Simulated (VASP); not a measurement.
Runs of VASP 6.6.1 on KI. The structure is cubic, space group Pm-3m (No. 221). The conventional cell has a = 4.291 Å, b = 4.291 Å, c = 4.291 Å, α = 90.00°, β = 90.00°, γ = 90.00°. Within 4.9 Å of K (site symmetry m-3m) lie 8 I at 3.72 Å and 6 K at 4.29 Å. I (site symmetry m-3m) has 8 K at 3.72 Å and 6 I at 4.29 Å within 4.9 Å. 

| level | potentials or basis | k mesh | cutoff (eV) | smearing | grid for exact exchange (PRECFOCK) | screening parameter | gap on the mesh (eV) | pressure (GPa) |
| --- | --- | --- | --- | --- | --- | --- | --- | --- |
| PBE | VASP PAW PBE potentials, release 64 (K_sv, I) | 2 × 2 × 2 | 500 | gaussian 0.01 eV | - | - | 3.23 | 2.4 |
| HSE06 | VASP PAW PBE potentials, release 64 (K_sv, I) | 4 × 4 × 4 | 520 | methfessel-paxton 0.2 eV | Normal | 0.2079 1/Å | (b) | 0.3 |
| LDA | VASP PAW LDA potentials, release 64 (K_sv, I) | 2 × 2 × 2 | 500 | gaussian 0.01 eV | - | - | 2.85 | (c) |
| HSE06 | VASP PAW PBE potentials, release 64 (K_sv, I) | 2 × 2 × 2 | 400 | gaussian 0.01 eV | Normal | 0.2079 1/Å | (a) | 1.9 |

Alike in all rows: task single point; no spin polarisation; cell as given.

Question: Fill in the values left out.

Answer: (a) 4.32; (b) 4.29; (c) 0.2.

Caveats: some runs use coarse meshes; spin-orbit coupling is left out, which moves the levels of the heavy elements; the PAW data sets were made with another functional, which shifts forces and pressure a little (some runs).

A k mesh can miss the band edges, and the runs leave out spin-orbit coupling on I.
